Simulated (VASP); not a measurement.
# BN (P4_2/mnm) in VASP: notebook

The runs below take BN through single point, with PBEsol.

Program: VASP 6.6.1. These are calculated values, not measurements. Logs are shortened: lines on timing, memory, paths and dates and some standing lists are left out, and cuts for length are marked.

### Step 1. The cell of the first run

It takes space group P4_2/mnm (No. 136, tetragonal). The conventional cell has a = 4.497 Å, b = 4.497 Å, c = 2.690 Å, α = 90.00°, β = 90.00°, γ = 90.00°. Within 2.1 Å of B (site symmetry m2m) lie 4 N at 1.61 to 1.63 Å. Within 2.1 Å of N (site symmetry m2m) lie 4 B at 1.61 to 1.63 Å.

### Step 2. Single point, PBEsol

INCAR

```
PREC = Accurate ; ENCUT = 520
EDIFF = 1E-6 ; ISMEAR = 0
SIGMA = 0.05 ; LREAL = False
LASPH = True ; NELM = 100
ALGO = Normal ; ISIF = 2
LWAVE = False ; LCHARG = True
GGA = PS ; LELF = True
LVHAR = True ; NBANDS = 26
```

KPOINTS

```
regular mesh
0
Gamma
  6 6 10
```

POSCAR

```
BN
1.0
    4.4972000000      0.0000000000      0.0000000000
    0.0000000000      4.4972000000      0.0000000000
    0.0000000000      0.0000000000      2.6903000000
B N
4 4
Direct
    0.1741337327      0.8258662673      0.5000000000
    0.3258662673      0.3258662673      0.0000000000
    0.6741337327      0.6741337327      0.0000000000
    0.8258662673      0.1741337327      0.5000000000
    0.8123909516      0.8123909516      0.5000000000
    0.3123909516      0.6876090484      0.0000000000
    0.6876090484      0.3123909516      0.0000000000
    0.1876090484      0.1876090484      0.5000000000
```

Potentials or basis: VASP PAW PBE potentials, release 64 (B, N).

Started as:

```sh
> cat potpaw_PBE.64/B/POTCAR potpaw_PBE.64/N/POTCAR > POTCAR
> mpirun -np 1 vasp_std > vasp.out
```

OUTCAR:

```text
PREC = Accurate
   ENCUT = 520
   EDIFF = 1E-6
   ISMEAR = 0
   LREAL = False
   LASPH = True
   NELM = 100
   ISIF = 2
   GGA = PS

 ion  position               nearest neighbor table
   1  0.174  0.826  0.500-   6 1.61   6 1.61   8 1.63   5 1.63
   2  0.326  0.326  0.000-   8 1.61   8 1.61   6 1.63   7 1.63
   3  0.674  0.674  0.000-   5 1.61   5 1.61   7 1.63   6 1.63
   4  0.826  0.174  0.500-   7 1.61   7 1.61   8 1.63   5 1.63
   5  0.812  0.812  0.500-   3 1.61   3 1.61   4 1.63   1 1.63
   6  0.312  0.688  0.000-   1 1.61   1 1.61   3 1.63   2 1.63
   7  0.688  0.312  0.000-   4 1.61   4 1.61   2 1.63   3 1.63
   8  0.188  0.188  0.500-   2 1.61   2 1.61   4 1.63   1 1.63

  LATTYP: Found a simple tetragonal cell.
 ALAT       =     4.4972000000
 C/A-ratio  =     0.5982166681

  Lattice vectors:

 A1 = (   4.4972000000,   0.0000000000,   0.0000000000)
 A2 = (   0.0000000000,   4.4972000000,   0.0000000000)
 A3 = (   0.0000000000,   0.0000000000,   2.6903000000)

Analysis of symmetry for initial positions (statically):
=====================================================================
 Subroutine PRICEL returns:
 Original cell was already a primitive cell.

 Routine SETGRP: Setting up the symmetry group for a
 simple tetragonal supercell.

 Subroutine GETGRP returns: Found 16 space group operations
 (whereof  8 operations were pure point group operations)
 out of a pool of 16 trial point group operations.

The static configuration has the point symmetry D_2h.
 The point group associated with its full space group is D_4h.

Analysis of symmetry for dynamics (positions and initial velocities):
=====================================================================
 Subroutine PRICEL returns:
 Original cell was already a primitive cell.

 Routine SETGRP: Setting up the symmetry group for a
 simple tetragonal supercell.

 Subroutine GETGRP returns: Found 16 space group operations
 (whereof  8 operations were pure point group operations)
 out of a pool of 16 trial point group operations.

The dynamic configuration has the point symmetry D_2h.
 The point group associated with its full space group is D_4h.

 Subroutine INISYM returns: Found 16 space group operations
 (whereof  8 operations are pure point group operations),
 and found     1 'primitive' translations

----------------------------------------------------------------------------------------

                                     Primitive cell

  volume of cell :      54.4108

  direct lattice vectors                    reciprocal lattice vectors
     4.497200000  0.000000000  0.000000000     0.222360580  0.000000000  0.000000000
     0.000000000  4.497200000  0.000000000     0.000000000  0.222360580  0.000000000
     0.000000000  0.000000000  2.690300000     0.000000000  0.000000000  0.371705758

  length of vectors
     4.497200000  4.497200000  2.690300000     0.222360580  0.222360580  0.371705758

  position of ions in fractional coordinates (direct lattice)
     0.174133733  0.825866267  0.500000000
     0.325866267  0.325866267  0.000000000
     0.674133733  0.674133733  0.000000000
     0.825866267  0.174133733  0.500000000
     0.812390952  0.812390952  0.500000000
     0.312390952  0.687609048  0.000000000
     0.687609048  0.312390952  0.000000000
     0.187609048  0.187609048  0.500000000

  ion indices of the primitive-cell ions
   primitive index   ion index
                 1           1
                 2           2
                 3           3
                 4           4
                 5           5
                 6           6
                 7           7
                 8           8

----------------------------------------------------------------------------------------

 KPOINTS: regular mesh

Automatic generation of k-mesh.
 Grid dimensions read from file:
 generate k-points for:    6    6   10

 Generating k-lattice:

  Cartesian coordinates                     Fractional coordinates (reciprocal lattice)
     0.037060097  0.000000000  0.000000000     0.166666667  0.000000000  0.000000000
     0.000000000  0.037060097  0.000000000     0.000000000  0.166666667  0.000000000
     0.000000000  0.000000000  0.037170576     0.000000000  0.000000000  0.100000000

  Length of vectors
     0.037060097  0.037060097  0.037170576

  Shift w.r.t. Gamma in fractional coordinates (k-lattice)
     0.000000000  0.000000000  0.000000000

 Subroutine IBZKPT returns following result:
 ===========================================

 Found     60 irreducible k-points:

 Following reciprocal coordinates:
            Coordinates               Weight
  0.000000  0.000000  0.000000      1.000000
  0.166667  0.000000  0.000000      4.000000
  0.333333  0.000000  0.000000      4.000000
  0.500000  0.000000  0.000000      2.000000
  0.166667  0.166667  0.000000      4.000000
  0.333333  0.166667  0.000000      8.000000
[... 16 lines left out ...]
  0.333333  0.000000  0.200000      8.000000
  0.500000  0.000000  0.200000      4.000000
 [... further k-points ...]
   k-points           NKPTS =     60   k-points in BZ     NKDIM =     60   number of bands    NBANDS=     26
   number of dos      NEDOS =    301   number of ions     NIONS =      8
   total plane-waves  NPLWV =  25920
   dimension x,y,z NGX =    36 NGY =   36 NGZ =   20
   dimension x,y,z NGXF=    72 NGYF=   72 NGZF=   40
   ions per type =               4   4
   NGX,Y,Z   is equivalent  to a cutoff of  13.31, 13.31, 12.36 a.u.
   NGXF,Y,Z  is equivalent  to a cutoff of  26.62, 26.62, 24.72 a.u.
 SYSTEM =  unknown system
   PREC   = accura    normal or accurate (medium, high low for compatibility)
   ISTART =      0    job   : 0-new  1-cont  2-samecut
   ICHARG =      2    charge: 1-file 2-atom 10-const
   ISPIN  =      1    spin polarized calculation?
   LNONCOLLINEAR =      F non collinear calculations
   LSORBIT =      F    spin-orbit coupling
   LASPH  =      T    aspherical Exc in radial PAW
   ENCUT  =  520.0 eV  38.22 Ry    6.18 a.u.   8.36  8.36  5.00*2*pi/ulx,y,z
   NELM   =    100;   NELMIN=  2; NELMDL= -5     # of ELM steps
   EDIFF  = 0.1E-05   stopping-criterion for ELM
   LREAL  =      F    real-space projection
   EDIFFG = 0.1E-04   stopping-criterion for IOM
   NSW    =      0    number of steps for IOM
   IBRION =     -1    ionic relax: 0-MD 1-quasi-New 2-CG
   NFREE  =      0    steps in history (QN), initial steepest desc. (CG)
   ISIF   =      2    stress and relaxation
   ISYM   =      2    0-nonsym 1-usesym 2-fastsym
   POTIM  = 0.5000    time-step for ionic-motion
   TEBEG  =    0.0;   TEEND  =   0.0 temperature during run
   PSTRESS=    0.0 pullay stress
   NELECT =      32.0000    total number of electrons
   NUPDOWN=      -1.0000    fix difference up-down
   EMIN   =  10.00;   EMAX   =-10.00  energy-range for DOS
   EFERMI =   0.00;   METHOD = LEGACY
   ISMEAR =     0;   SIGMA  =   0.05  broadening in eV -4-tet -1-fermi 0-gaus
   EFERMI_NEDOS =   21; number of points for ismear=-14 and -15
   IALGO  =     38    algorithm
   IMIX   =      4    mixing-type and parameters
     AMIX     =   0.40;   BMIX     =  1.00
     AMIX_MAG =   1.60;   BMIX_MAG =  1.00
  volume/ion in A,a.u.               =       6.80        45.90
  Fermi-wavevector in a.u.,A,eV,Ry     =   1.371607  2.591962 25.596730  1.881307
  Thomas-Fermi vector in A             =   2.497289
   LORBIT       =      0    0 simple, 1 ext, 2 COOP (PROOUT), +10 PAW based schemes
   GGA     = PS    functional components
   LHFCALC =     F    Hartree Fock is set to
   AEXX    =    0.0000 exact exchange contribution
   IVDW    =     0    specifies the selected vdW correction
   LEPSILON=     F    determine dielectric tensor
   LRPA    =     F    only Hartree local field effects (RPA)
 non-spin polarized calculation
 Gauss-broadening in eV      SIGMA  =   0.05
  energy-cutoff  :      520.00
  volume of cell :       54.41
 maximum number of plane-waves:      1492
 NGX is ok and might be reduce to    36
   NGX = 17   NGY = 17   NGZ = 11

 number of electron      31.9999993 magnetization

 Free energy of the ion-electron system (eV)
  ---------------------------------------------------
  ext. energy  EPLUGINS =         0.00000000
  ---------------------------------------------------
  free energy    TOTEN  =       -71.82235157 eV

  energy without entropy =      -71.82235157  energy(sigma->0) =      -71.82235157

 E-fermi :   6.1064     XC(G=0): -12.2450

 val. band max:        5.8643238184   @ k =   0.0000   0.0000   0.0000
 cond. band min:      10.4771985201   @ k =   0.0000   0.0000   0.3000
 fundamental gap:      4.6128747017
 Fermi energy:         6.1064475506

 k-point     1 :       0.0000    0.0000    0.0000
  band No.  band energies     occupation
      1     -13.3241      2.00000
      2      -9.4927      2.00000
      3      -9.4927      2.00000
      4      -9.3344      2.00000
      5      -3.3162      2.00000
      6      -2.6008      2.00000
[... 18 lines left out ...]
     25      15.3210      0.00000
     26      17.5238      0.00000

 k-point     2 :       0.1667    0.0000    0.0000
  band No.  band energies     occupation
      1     -13.1865      2.00000
      2     -10.3095      2.00000
      3      -9.4083      2.00000
      4      -8.8285      2.00000
      5      -3.4831      2.00000
      6      -2.1980      2.00000
[... 18 lines left out ...]
     25      16.1435      0.00000
     26      17.1294      0.00000

 k-point     3 :       0.3333    0.0000    0.0000
  band No.  band energies     occupation
      1     -12.7799      2.00000
      2     -11.2703      2.00000
      3      -9.1780      2.00000
      4      -8.6918      2.00000
      5      -3.5868      2.00000
      6      -2.5122      2.00000
[... 572 lines left out ...]
 k-point    23 :       0.3333    0.0000    0.2000
  band No.  band energies     occupation
      1     -12.2524      2.00000
      2     -10.8156      2.00000
      3      -8.8348      2.00000
      4      -8.4863      2.00000
      5      -3.1152      2.00000
      6      -2.2021      2.00000
[... 18 lines left out ...]
     25      16.2864      0.00000
     26      17.1502      0.00000

 k-point    24 :       0.5000    0.0000    0.2000
  band No.  band energies     occupation
      1     -11.6252      2.00000
      2     -11.6252      2.00000
      3      -8.6097      2.00000
      4      -8.6097      2.00000
      5      -2.8346      2.00000
      6      -2.8346      2.00000
[... 18 lines left out ...]
     25      17.0245      0.00000
     26      17.0307      0.00000

 [... further k-points ...]
[... 5 lines left out ...]
  --------------------------------------------------------------------------------------
  -------------------------------------------------------------------------------------
  Total       -7.4378163     -7.4378163    -16.8190450     -0.0000000      0.0000000      0.0000000
  in kB     -219.0135135   -219.0135135   -495.2526391     -0.0000000      0.0000000      0.0000000
  external PRESSURE =    -311.0932221 kB  Pullay stress =       0.0000000 kB

 VOLUME and BASIS-vectors are now :
 -----------------------------------------------------------------------------
  energy-cutoff  :      520.00
  volume of cell :       54.41
      direct lattice vectors                 reciprocal lattice vectors
     4.497200000  0.000000000  0.000000000     0.222360580  0.000000000  0.000000000
     0.000000000  4.497200000  0.000000000     0.000000000  0.222360580  0.000000000
     0.000000000  0.000000000  2.690300000     0.000000000  0.000000000  0.371705758

 POSITION                                       TOTAL-FORCE (eV/Angst)
 -----------------------------------------------------------------------------------
      0.78311      3.71409      1.34515        -0.002142      0.002142      0.000000
      1.46549      1.46549      0.00000         0.002142      0.002142      0.000000
      3.03171      3.03171      0.00000        -0.002142     -0.002142      0.000000
      3.71409      0.78311      1.34515         0.002142     -0.002142      0.000000
      3.65348      3.65348      1.34515         0.007439      0.007439     -0.000000
      1.40488      3.09232      0.00000         0.007439     -0.007439      0.000000
      3.09232      1.40488      0.00000        -0.007439      0.007439      0.000000
      0.84372      0.84372      1.34515        -0.007439     -0.007439      0.000000
 -----------------------------------------------------------------------------------
    total drift:                                0.000000     -0.000000      0.000000

  FREE ENERGIE OF THE ION-ELECTRON SYSTEM (eV)
  ---------------------------------------------------
  free  energy   TOTEN  =       -71.8223515680 eV

  energy  without entropy=      -71.8223515680  energy(sigma->0) =      -71.82235157
```

It took 55 s on 1 thread of AMD EPYC 7R13 (Zen 3), shared host; peak memory 0.17 GiB.

What came out:

- Free energy: -71.8224 eV
- Pressure: -31.1 GPa
- Largest force: 0.011 eV/Å
- Band gap on the k mesh: 4.61 eV (least direct gap 5.57 eV)

Forces in eV/Å, atoms in the order of the input:
```
B   -0.002  0.002  0.000
B    0.002  0.002  0.000
B   -0.002 -0.002  0.000
B    0.002 -0.002  0.000
N    0.007  0.007  0.000
N    0.007 -0.007  0.000
N   -0.007  0.007  0.000
N   -0.007 -0.007  0.000
```

Caveat: the cell stands under tension; the PAW data sets were made with another functional, which shifts forces and pressure a little.

### Step 3. Single point, PBEsol

This run uses another cell than the first one, of 6.87 Å³/atom.

INCAR

```
ALGO = Normal
EDIFF = 1E-6
ENCUT = 520
GGA = PS
ISIF = 2
ISMEAR = 0
LASPH = T
LCHARG = F
LREAL = F
LWAVE = F
NBANDS = 26
NELM = 60
PREC = Accurate
SIGMA = 0.05
```

KPOINTS

```
k-points
0
Gamma
  6 6 10
```

Changes to POSCAR since step 2:

```diff
@@ -2,5 +2,5 @@
 1.0
-    4.4972000000      0.0000000000      0.0000000000
-    0.0000000000      4.4972000000      0.0000000000
-    0.0000000000      0.0000000000      2.6903000000
+    4.3982250342      0.0000000000      0.0000000000
+    0.0000000000      4.3982250342      0.0000000000
+    0.0000000000      0.0000000000      2.8426000000
 B N
```

Potentials or basis: VASP PAW PBE potentials, release 64 (B, N).

Started as:

```sh
> cat potpaw_PBE.64/B/POTCAR potpaw_PBE.64/N/POTCAR > POTCAR
> mpirun -np 1 vasp_std > vasp.out
```

OUTCAR:

```text
EDIFF = 1E-6
   ENCUT = 520
   GGA = PS
   ISIF = 2
   ISMEAR = 0
   LASPH = T
   LREAL = F
   NELM = 60
   PREC = Accurate

 ion  position               nearest neighbor table
   1  0.174  0.826  0.500-   5 1.59   8 1.59   6 1.66   6 1.66   4 2.17
   2  0.326  0.326  0.000-   6 1.59   7 1.59   8 1.66   8 1.66   3 2.17
   3  0.674  0.674  0.000-   6 1.59   7 1.59   5 1.66   5 1.66   2 2.17
   4  0.826  0.174  0.500-   5 1.59   8 1.59   7 1.66   7 1.66   1 2.17
   5  0.812  0.812  0.500-   1 1.59   4 1.59   3 1.66   3 1.66
   6  0.312  0.688  0.000-   2 1.59   3 1.59   1 1.66   1 1.66
   7  0.688  0.312  0.000-   2 1.59   3 1.59   4 1.66   4 1.66
[... 913 lines left out ...]
  in kB      -80.5148356    -80.5148356   -799.4162796     -0.0000000      0.0000000      0.0000000
  external PRESSURE =    -320.1486503 kB  Pullay stress =       0.0000000 kB

 VOLUME and BASIS-vectors are now :
 -----------------------------------------------------------------------------
  energy-cutoff  :      520.00
  volume of cell :       54.99
      direct lattice vectors                 reciprocal lattice vectors
     4.398225034  0.000000000  0.000000000     0.227364446  0.000000000  0.000000000
     0.000000000  4.398225034  0.000000000     0.000000000  0.227364446  0.000000000
     0.000000000  0.000000000  2.842600000     0.000000000  0.000000000  0.351790614

 POSITION                                       TOTAL-FORCE (eV/Angst)
 -----------------------------------------------------------------------------------
      0.76588      3.63235      1.42130        -0.067734      0.067734     -0.000000
      1.43323      1.43323      0.00000         0.067734      0.067734     -0.000000
      2.96499      2.96499      0.00000        -0.067734     -0.067734      0.000000
      3.63235      0.76588      1.42130         0.067734     -0.067734      0.000000
      3.57308      3.57308      1.42130        -0.314405     -0.314405      0.000000
      1.37397      3.02426      0.00000        -0.314405      0.314405      0.000000
      3.02426      1.37397      0.00000         0.314405     -0.314405      0.000000
      0.82515      0.82515      1.42130         0.314405      0.314405      0.000000
 -----------------------------------------------------------------------------------
    total drift:                                0.000000     -0.000000      0.000000

  FREE ENERGIE OF THE ION-ELECTRON SYSTEM (eV)
  ---------------------------------------------------
  free  energy   TOTEN  =       -70.8176655517 eV

  energy  without entropy=      -70.8176655517  energy(sigma->0) =      -70.81766555
```

stdout:

```text
POSCAR found type information on POSCAR B N
 POSCAR found :  2 types and       8 ions
 scaLAPACK will be used
 -----------------------------------------------------------------------------
|                                                                             |
|                                                                             |
|     You enforced a specific xc type in the INCAR file but a different       |
|     I HOPE YOU KNOW WHAT YOU ARE DOING!                                     |
|                                                                             |
 -----------------------------------------------------------------------------

 LDA part: xc-table for (Slater+PW92), standard interpolation
 POSCAR, INCAR and KPOINTS ok, starting setup
 FFT: planning ... GRIDC
 FFT: planning ... GRID_SOFT
 FFT: planning ... GRID
 WAVECAR not read
 entering main loop
```

It took 65 s on 1 thread of AMD EPYC 7R13 (Zen 3), shared host; peak memory 0.18 GiB.

What came out:

- Free energy: -70.8177 eV
- Pressure: -32.0 GPa
- Largest force: 0.445 eV/Å
- Band gap on the k mesh: 3.84 eV

Forces in eV/Å, atoms in the order of the input:
```
B   -0.068  0.068  0.000
B    0.068  0.068  0.000
B   -0.068 -0.068  0.000
B    0.068 -0.068  0.000
N   -0.314 -0.314  0.000
N   -0.314  0.314  0.000
N    0.314 -0.314  0.000
N    0.314  0.314  0.000
```

Stress tensor (GPa, compression positive):
```
 -8.05   0.00   0.00
  0.00  -8.05   0.00
  0.00   0.00 -79.94
```

Caveat: the cell stands under tension; the PAW data sets were made with another functional, which shifts forces and pressure a little.
